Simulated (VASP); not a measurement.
# K2H (Fd-3m) in VASP: further runs

K2H is run at these levels: PBE; tasks: single point, relaxation of cell and atoms.

Program: VASP 6.6.1. These are calculated values, not measurements. Logs are shortened: lines on timing, memory, paths and dates and some standing lists are left out, and cuts for length are marked.

### 1 The cell of the first run

It takes space group Fd-3m (No. 227, cubic). The conventional cell has a = 10.678 Å, b = 10.678 Å, c = 10.678 Å, α = 90.00°, β = 90.00°, γ = 90.00°. Within 5.0 Å of K (site symmetry -3m) lie 6 K at 3.78 Å and 6 H at 4.43 Å. Within 5.8 Å of H (site symmetry -43m) lie 12 K at 4.43 Å and 4 H at 4.62 Å.

The cell was generated, and may not be a known phase.

### 2 Single point, PBE

The input, INCAR:

```
ALGO = Normal
EDIFF = 1E-6
ENCUT = 520
GGA = PE
ISIF = 2
ISMEAR = 0
LASPH = T
LCHARG = T
LELF = T
LREAL = F
LVHAR = T
LWAVE = F
NBANDS = 28
NELM = 100
PREC = Accurate
SIGMA = 0.1
```

The input, KPOINTS:

```
k-points
0
Gamma
  6 6 6
```

The input, POSCAR:

```
K2H
1.0
    0.0000000000      5.3391787766      5.3391787766
    5.3391787766      0.0000000000      5.3391787766
    5.3391787766      5.3391787766      0.0000000000
K H
4 2
Direct
    0.1250000000      0.1250000000      0.1250000000
    0.6250000000      0.1250000000      0.1250000000
    0.1250000000      0.1250000000      0.6250000000
    0.1250000000      0.6250000000      0.1250000000
    0.5000000000      0.5000000000      0.5000000000
    0.7500000000      0.7500000000      0.7500000000
```

Potentials or basis: VASP PAW PBE potentials, release 64 (K_sv, H).

Started as:

```console
$ cat potpaw_PBE.64/K_sv/POTCAR potpaw_PBE.64/H/POTCAR > POTCAR
$ mpirun -np 1 vasp_std > vasp.out
```

OUTCAR:

```text
EDIFF = 1E-6
   ENCUT = 520
   GGA = PE
   ISIF = 2
   ISMEAR = 0
   LASPH = T
   LREAL = F
   NELM = 100
   PREC = Accurate

 ion  position               nearest neighbor table
   1  0.125  0.125  0.125-   2 3.78   3 3.78   4 3.78   3 3.78   4 3.78   2 3.78
   2  0.625  0.125  0.125-   1 3.78   3 3.78   4 3.78   1 3.78   3 3.78   4 3.78
   3  0.125  0.125  0.625-   1 3.78   1 3.78   2 3.78   4 3.78   4 3.78   2 3.78
   4  0.125  0.625  0.125-   1 3.78   3 3.78   1 3.78   2 3.78   3 3.78   2 3.78
   5  0.500  0.500  0.500-
   6  0.750  0.750  0.750-

  LATTYP: Found a face centered cubic cell.
 ALAT       =    10.6783575532

  Lattice vectors:

 A1 = (   0.0000000000,   5.3391787766,   5.3391787766)
 A2 = (   5.3391787766,   0.0000000000,   5.3391787766)
 A3 = (   5.3391787766,   5.3391787766,   0.0000000000)

Analysis of symmetry for initial positions (statically):
=====================================================================
 Subroutine PRICEL returns:
 Original cell was already a primitive cell.

 Routine SETGRP: Setting up the symmetry group for a
 face centered cubic supercell.

 Subroutine GETGRP returns: Found 48 space group operations
 (whereof 24 operations were pure point group operations)
 out of a pool of 48 trial point group operations.

The static configuration has the point symmetry T_d .
 The point group associated with its full space group is O_h .

Analysis of symmetry for dynamics (positions and initial velocities):
=====================================================================
 Subroutine PRICEL returns:
 Original cell was already a primitive cell.

 Routine SETGRP: Setting up the symmetry group for a
 face centered cubic supercell.

 Subroutine GETGRP returns: Found 48 space group operations
 (whereof 24 operations were pure point group operations)
 out of a pool of 48 trial point group operations.

The dynamic configuration has the point symmetry T_d .
 The point group associated with its full space group is O_h .

 Subroutine INISYM returns: Found 48 space group operations
 (whereof 24 operations are pure point group operations),
 and found     1 'primitive' translations

----------------------------------------------------------------------------------------

                                     Primitive cell

  volume of cell :     304.4061

  direct lattice vectors                    reciprocal lattice vectors
     0.000000000  5.339178777  5.339178777    -0.093647361  0.093647361  0.093647361
     5.339178777  0.000000000  5.339178777     0.093647361 -0.093647361  0.093647361
     5.339178777  5.339178777  0.000000000     0.093647361  0.093647361 -0.093647361

  length of vectors
     7.550739038  7.550739038  7.550739038     0.162201986  0.162201986  0.162201986

  position of ions in fractional coordinates (direct lattice)
     0.125000000  0.125000000  0.125000000
     0.625000000  0.125000000  0.125000000
     0.125000000  0.125000000  0.625000000
     0.125000000  0.625000000  0.125000000
     0.500000000  0.500000000  0.500000000
     0.750000000  0.750000000  0.750000000

  ion indices of the primitive-cell ions
   primitive index   ion index
                 1           1
                 2           2
                 3           3
                 4           4
                 5           5
                 6           6

----------------------------------------------------------------------------------------

 KPOINTS: k-points

Automatic generation of k-mesh.
 Grid dimensions read from file:
 generate k-points for:    6    6    6

 Generating k-lattice:

  Cartesian coordinates                     Fractional coordinates (reciprocal lattice)
    -0.015607893  0.015607893  0.015607893     0.166666667  0.000000000  0.000000000
     0.015607893 -0.015607893  0.015607893     0.000000000  0.166666667  0.000000000
     0.015607893  0.015607893 -0.015607893     0.000000000  0.000000000  0.166666667

  Length of vectors
     0.027033664  0.027033664  0.027033664

  Shift w.r.t. Gamma in fractional coordinates (k-lattice)
     0.000000000  0.000000000  0.000000000

 Subroutine IBZKPT returns following result:
 ===========================================

 Found     16 irreducible k-points:

 Following reciprocal coordinates:
            Coordinates               Weight
  0.000000  0.000000  0.000000      1.000000
  0.166667  0.000000  0.000000      8.000000
  0.333333  0.000000  0.000000      8.000000
  0.500000  0.000000  0.000000      4.000000
  0.166667  0.166667  0.000000      6.000000
  0.333333  0.166667  0.000000     24.000000
[... 8 lines left out ...]
 -0.333333  0.333333  0.166667     24.000000
 -0.333333  0.500000  0.166667     12.000000
   k-points           NKPTS =     16   k-points in BZ     NKDIM =     16   number of bands    NBANDS=     28
   number of dos      NEDOS =    301   number of ions     NIONS =      6
   total plane-waves  NPLWV = 175616
   dimension x,y,z NGX =    56 NGY =   56 NGZ =   56
   dimension x,y,z NGXF=   112 NGYF=  112 NGZF=  112
   ions per type =               4   2
   NGX,Y,Z   is equivalent  to a cutoff of  12.33, 12.33, 12.33 a.u.
   NGXF,Y,Z  is equivalent  to a cutoff of  24.66, 24.66, 24.66 a.u.
 SYSTEM =  unknown system
   PREC   = accura    normal or accurate (medium, high low for compatibility)
   ISTART =      0    job   : 0-new  1-cont  2-samecut
   ICHARG =      2    charge: 1-file 2-atom 10-const
   ISPIN  =      1    spin polarized calculation?
   LNONCOLLINEAR =      F non collinear calculations
   LSORBIT =      F    spin-orbit coupling
   LASPH  =      T    aspherical Exc in radial PAW
   ENCUT  =  520.0 eV  38.22 Ry    6.18 a.u.  14.04 14.04 14.04*2*pi/ulx,y,z
   NELM   =    100;   NELMIN=  2; NELMDL= -5     # of ELM steps
   EDIFF  = 0.1E-05   stopping-criterion for ELM
   LREAL  =      F    real-space projection
   EDIFFG = 0.1E-04   stopping-criterion for IOM
   NSW    =      0    number of steps for IOM
   IBRION =     -1    ionic relax: 0-MD 1-quasi-New 2-CG
   NFREE  =      0    steps in history (QN), initial steepest desc. (CG)
   ISIF   =      2    stress and relaxation
   ISYM   =      2    0-nonsym 1-usesym 2-fastsym
   POTIM  = 0.5000    time-step for ionic-motion
   TEBEG  =    0.0;   TEEND  =   0.0 temperature during run
   PSTRESS=    0.0 pullay stress
   NELECT =      38.0000    total number of electrons
   NUPDOWN=      -1.0000    fix difference up-down
   EMIN   =  10.00;   EMAX   =-10.00  energy-range for DOS
   EFERMI =   0.00;   METHOD = LEGACY
   ISMEAR =     0;   SIGMA  =   0.10  broadening in eV -4-tet -1-fermi 0-gaus
   EFERMI_NEDOS =   21; number of points for ismear=-14 and -15
   IALGO  =     38    algorithm
   IMIX   =      4    mixing-type and parameters
     AMIX     =   0.40;   BMIX     =  1.00
     AMIX_MAG =   1.60;   BMIX_MAG =  1.00
  volume/ion in A,a.u.               =      50.73       342.37
  Fermi-wavevector in a.u.,A,eV,Ry     =   0.818185  1.546146  9.108105  0.669427
  Thomas-Fermi vector in A             =   1.928767
   LORBIT       =      0    0 simple, 1 ext, 2 COOP (PROOUT), +10 PAW based schemes
   GGA     = PE    functional components
   LHFCALC =     F    Hartree Fock is set to
   AEXX    =    0.0000 exact exchange contribution
   IVDW    =     0    specifies the selected vdW correction
   LEPSILON=     F    determine dielectric tensor
   LRPA    =     F    only Hartree local field effects (RPA)
 non-spin polarized calculation
 Gauss-broadening in eV      SIGMA  =   0.10
  energy-cutoff  :      520.00
  volume of cell :      304.41
 maximum number of plane-waves:      8232
   NGX = 29   NGY = 29   NGZ = 29

 number of electron      38.0000004 magnetization

 Free energy of the ion-electron system (eV)
  ---------------------------------------------------
  ext. energy  EPLUGINS =         0.00000000
  ---------------------------------------------------
  free energy    TOTEN  =        -7.21641864 eV

  energy without entropy =       -7.20723027  energy(sigma->0) =       -7.21182446

 E-fermi :  -0.8900     XC(G=0):  -5.5603

 val. band max:       -0.9255253700   @ k =  -0.3333   0.5000   0.1667
 cond. band min:      -0.7940292953   @ k =   0.5000   0.5000   0.0000
 fundamental gap:      0.1314960747
 Fermi energy:        -0.8899874399

 k-point     1 :       0.0000    0.0000    0.0000
  band No.  band energies     occupation
      1     -33.2154      2.00000
      2     -33.1725      2.00000
      3     -33.1725      2.00000
      4     -33.1725      2.00000
      5     -17.0062      2.00000
      6     -16.7790      2.00000
[... 20 lines left out ...]
     27       1.9301      0.00000
     28       2.0154      0.00000

 k-point     2 :       0.1667    0.0000    0.0000
  band No.  band energies     occupation
      1     -33.2133      2.00000
      2     -33.1746      2.00000
      3     -33.1725      2.00000
      4     -33.1725      2.00000
      5     -16.9880      2.00000
      6     -16.7747      2.00000
[... 20 lines left out ...]
     27       1.9152      0.00000
     28       2.1541      0.00000

 k-point     3 :       0.3333    0.0000    0.0000
  band No.  band energies     occupation
      1     -33.2082      2.00000
      2     -33.1798      2.00000
      3     -33.1725      2.00000
      4     -33.1725      2.00000
      5     -16.9473      2.00000
      6     -16.7565      2.00000
[... 20 lines left out ...]
     27       1.9932      0.00000
     28       2.4406      0.00000

 k-point     4 :       0.5000    0.0000    0.0000
  band No.  band energies     occupation
      1     -33.2047      2.00000
      2     -33.1833      2.00000
      3     -33.1725      2.00000
      4     -33.1725      2.00000
      5     -16.9245      2.00000
      6     -16.7505      2.00000
[... 20 lines left out ...]
     27       2.1098      0.00000
     28       2.6370      0.00000

 k-point     5 :       0.1667    0.1667    0.0000
  band No.  band energies     occupation
      1     -33.2125      2.00000
      2     -33.1754      2.00000
      3     -33.1725      2.00000
      4     -33.1725      2.00000
      5     -16.9812      2.00000
      6     -16.7812      2.00000
[... 20 lines left out ...]
     27       1.8681      0.00000
     28       2.2307      0.00000

 k-point     6 :       0.3333    0.1667    0.0000
  band No.  band energies     occupation
      1     -33.2082      2.00000
      2     -33.1798      2.00000
      3     -33.1725      2.00000
      4     -33.1725      2.00000
      5     -16.9449      2.00000
      6     -16.7787      2.00000
[... 215 lines left out ...]
      5     -16.8375      2.00000
      6     -16.8375      2.00000
[... 20 lines left out ...]
     27       2.6963      0.00000
     28       2.6963      0.00000

 k-point    14 :       0.5000    0.3333    0.1667
  band No.  band energies     occupation
      1     -33.2033      2.00000
      2     -33.1847      2.00000
      3     -33.1725      2.00000
      4     -33.1725      2.00000
      5     -16.9050      2.00000
      6     -16.7840      2.00000
[... 20 lines left out ...]
     27       2.2610      0.00000
     28       2.3595      0.00000

 k-point    15 :      -0.3333    0.3333    0.1667
  band No.  band energies     occupation
      1     -33.1994      2.00000
      2     -33.1886      2.00000
      3     -33.1725      2.00000
      4     -33.1725      2.00000
      5     -16.8763      2.00000
      6     -16.7895      2.00000
[... 20 lines left out ...]
     27       2.2966      0.00000
     28       2.7243      0.00000

 k-point    16 :      -0.3333    0.5000    0.1667
  band No.  band energies     occupation
      1     -33.1940      2.00000
      2     -33.1940      2.00000
      3     -33.1725      2.00000
      4     -33.1725      2.00000
      5     -16.8334      2.00000
      6     -16.8334      2.00000
[... 20 lines left out ...]
     27       2.6467      0.00000
     28       2.6467      0.00000

------------------------ aborting loop because EDIFF is reached ----------------------------------------

  FORCE on cell =-STRESS in cart. coord.  units (eV):
  Direction    XX          YY          ZZ          XY          YZ          ZX
  --------------------------------------------------------------------------------------
  -------------------------------------------------------------------------------------
  Total        0.0317607      0.0317607      0.0317607      0.0000000      0.0000000      0.0000000
  in kB        0.1671659      0.1671659      0.1671659      0.0000000      0.0000000      0.0000000
  external PRESSURE =       0.1671659 kB  Pullay stress =       0.0000000 kB

 VOLUME and BASIS-vectors are now :
 -----------------------------------------------------------------------------
  energy-cutoff  :      520.00
  volume of cell :      304.41
      direct lattice vectors                 reciprocal lattice vectors
     0.000000000  5.339178777  5.339178777    -0.093647361  0.093647361  0.093647361
     5.339178777  0.000000000  5.339178777     0.093647361 -0.093647361  0.093647361
     5.339178777  5.339178777  0.000000000     0.093647361  0.093647361 -0.093647361

 POSITION                                       TOTAL-FORCE (eV/Angst)
 -----------------------------------------------------------------------------------
      1.33479      1.33479      1.33479        -0.000000      0.000000      0.000000
      1.33479      4.00438      4.00438        -0.000000      0.000000      0.000000
      4.00438      4.00438      1.33479        -0.000000      0.000000      0.000000
      4.00438      1.33479      4.00438        -0.000000      0.000000      0.000000
      5.33918      5.33918      5.33918         0.000000     -0.000000     -0.000000
      8.00877      8.00877      8.00877        -0.000000      0.000000     -0.000000
 -----------------------------------------------------------------------------------
    total drift:                                0.000000      0.000000      0.000000

  FREE ENERGIE OF THE ION-ELECTRON SYSTEM (eV)
  ---------------------------------------------------
  free  energy   TOTEN  =        -7.2164186392 eV

  energy  without entropy=       -7.2072302732  energy(sigma->0) =       -7.21182446
```

Wall time 1.8 min (1 thread of AMD EPYC 9R45 (Zen 5), shared host); peak memory 0.43 GiB.

Results:

- Free energy: -7.2164 eV
- Pressure: 0.0 GPa
- Band gap on the k mesh: zero (bands 19 and 20 overlap by 0.13 eV)

### 3 Relaxation of cell and atoms, PBE

The input, INCAR:

```
ALGO = Normal ; EDIFF = 1E-7
EDIFFG = -0.01 ; ENCUT = 600
GGA = PE ; IBRION = 2
ISIF = 3 ; ISMEAR = 0
LASPH = T ; LCHARG = F
LREAL = F ; LWAVE = F
NELM = 100 ; NSW = 100
PREC = Accurate ; SIGMA = 0.1
```

KPOINTS is that of step 2.

POSCAR is that of step 2.

Potentials or basis: VASP PAW PBE potentials, release 64 (K_sv, H).

Started as:

```console
$ cat potpaw_PBE.64/K_sv/POTCAR potpaw_PBE.64/H/POTCAR > POTCAR
$ mpirun -np 1 vasp_std > vasp.out
```

OUTCAR:

```text
EDIFF = 1E-7
   EDIFFG = -0.01
   ENCUT = 600
   GGA = PE
   IBRION = 2
   ISIF = 3
   ISMEAR = 0
   LASPH = T
   LREAL = F
   NELM = 100
   NSW = 100
   PREC = Accurate

 ion  position               nearest neighbor table
   1  0.125  0.125  0.125-   2 3.78   3 3.78   4 3.78   3 3.78   4 3.78   2 3.78
   2  0.625  0.125  0.125-   1 3.78   3 3.78   4 3.78   1 3.78   3 3.78   4 3.78
   3  0.125  0.125  0.625-   1 3.78   1 3.78   2 3.78   4 3.78   4 3.78   2 3.78
   4  0.125  0.625  0.125-   1 3.78   3 3.78   1 3.78   2 3.78   3 3.78   2 3.78
   5  0.500  0.500  0.500-
   6  0.750  0.750  0.750-

  LATTYP: Found a face centered cubic cell.
 ALAT       =    10.6783575532

  Lattice vectors:

 A1 = (   0.0000000000,   5.3391787766,   5.3391787766)
 A2 = (   5.3391787766,   0.0000000000,   5.3391787766)
 A3 = (   5.3391787766,   5.3391787766,   0.0000000000)

Analysis of symmetry for initial positions (statically):
=====================================================================
 Subroutine PRICEL returns:
[... 226 lines left out ...]
 cond. band min:      -0.7986637782   @ k =   0.5000   0.5000   0.0000
 fundamental gap:      0.1313976369
 Fermi energy:        -0.8940950690

 k-point     1 :       0.0000    0.0000    0.0000
  band No.  band energies     occupation
      1     -33.2188      2.00000
      2     -33.1761      2.00000
      3     -33.1761      2.00000
      4     -33.1761      2.00000
      5     -17.0087      2.00000
      6     -16.7824      2.00000
[... 405 lines left out ...]
     22       0.9211      0.00000
     23       1.5890      0.00000

------------------------ aborting loop because EDIFF is reached ----------------------------------------

  FORCE on cell =-STRESS in cart. coord.  units (eV):
  Direction    XX          YY          ZZ          XY          YZ          ZX
  --------------------------------------------------------------------------------------
  -------------------------------------------------------------------------------------
  Total        0.0518672      0.0518672      0.0518672      0.0000000      0.0000000      0.0000000
  in kB        0.2725881      0.2725881      0.2725881      0.0000000      0.0000000      0.0000000
  external PRESSURE =       0.2725881 kB  Pullay stress =       0.0000000 kB

 VOLUME and BASIS-vectors are now :
 -----------------------------------------------------------------------------
  energy-cutoff  :      600.00
  volume of cell :      304.86
      direct lattice vectors                 reciprocal lattice vectors
    -0.000000000  5.341813755  5.341813755    -0.093601167  0.093601167  0.093601167
     5.341813755  0.000000000  5.341813755     0.093601167 -0.093601167  0.093601167
     5.341813755  5.341813755  0.000000000     0.093601167  0.093601167 -0.093601167

 POSITION                                       TOTAL-FORCE (eV/Angst)
 -----------------------------------------------------------------------------------
      1.33545      1.33545      1.33545         0.000000      0.000000     -0.000000
      1.33545      4.00636      4.00636         0.000000      0.000000     -0.000000
      4.00636      4.00636      1.33545         0.000000      0.000000     -0.000000
      4.00636      1.33545      4.00636        -0.000000      0.000000     -0.000000
      5.34181      5.34181      5.34181         0.000000      0.000000      0.000000
      8.01272      8.01272      8.01272        -0.000000     -0.000000     -0.000000
 -----------------------------------------------------------------------------------
    total drift:                                0.000000      0.000000     -0.000000

  FREE ENERGIE OF THE ION-ELECTRON SYSTEM (eV)
  ---------------------------------------------------
  free  energy   TOTEN  =        -7.2169112641 eV

  energy  without entropy=       -7.2076661535  energy(sigma->0) =       -7.21228871

 reached required accuracy - stopping structural energy minimisation
```

Wall time 4.1 min (1 thread of AMD EPYC 9R45 (Zen 5), shared host); peak memory 0.56 GiB.

Results:

```yaml
Free_energy: -7.2169 eV
Relaxed_volume: 50.81 Å³/atom
Relaxed_cell: a = 7.554 Å, b = 7.554 Å, c = 7.554 Å, α = 60.00°, β = 60.00°, γ = 60.00°
Space_group_after_relaxing_to_0.1_Å: Fd-3m (No. 227)
Energy_gained_by_relaxing: 0.0 meV/atom
Ionic_steps: 2
Pressure_after_relaxing: 0.0 GPa
Band_gap_on_the_k_mesh: zero (bands 19 and 20 overlap by 0.13 eV)
```

Final structure:
```
CELL_PARAMETERS angstrom
0.00000 5.34181 5.34181
5.34181 0.00000 5.34181
5.34181 5.34181 0.00000
ATOMIC_POSITIONS crystal
K 0.12500 0.12500 0.12500
K 0.62500 0.12500 0.12500
K 0.12500 0.12500 0.62500
K 0.12500 0.62500 0.12500
H 0.50000 0.50000 0.50000
H 0.75000 0.75000 0.75000
```

The gap in the log of VASP goes by the Fermi energy; the results here count the filled bands.